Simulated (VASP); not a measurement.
ZnS:

```
Zn S
1.0
     0.00000    2.68387    2.68387
     2.68387    0.00000    2.68387
     2.68387    2.68387    0.00000
Zn S
1 1
Direct
  0.75000 0.75000 0.75000
  0.00000 0.00000 0.00000
```

Base run:

- Program: VASP 6.6.1
- Functional: r2SCAN
- Dispersion: D3(BJ)
- Potentials or basis: VASP PAW PBE potentials, release 64 (Zn, S)
- Cutoff: 520 eV
- k mesh: 9 × 9 × 9
- Occupations: fermi-dirac, width 0.05 eV
- Spin: no spin polarisation

Its results: band gap on the k mesh 2.77 eV, direct; pressure -0.3 GPa.

**Question.** After a change of settings the same cell gave: band gap on the k mesh 2.77 eV, direct; pressure 0.9 GPa. Which change was it?
A. functional from r2SCAN to PBEsol; dispersion from D3(BJ) to none
B. dispersion from D3(BJ) to D4; further incar settings from ALGO = Normal; EDIFF = 1e-06; NBANDS = 16 to ALGO = Normal; EDIFF = 1e-07; NBANDS = 16
C. functional from r2SCAN to PBE; dispersion from D3(BJ) to none
D. dispersion from D3(BJ) to none

**Answer.** D.

Dispersion adds attraction, which lowers the pressure at fixed volume and, as a term added to the energy, leaves the levels alone.

Caveats: the PAW data sets were made with another functional, which shifts forces and pressure a little.
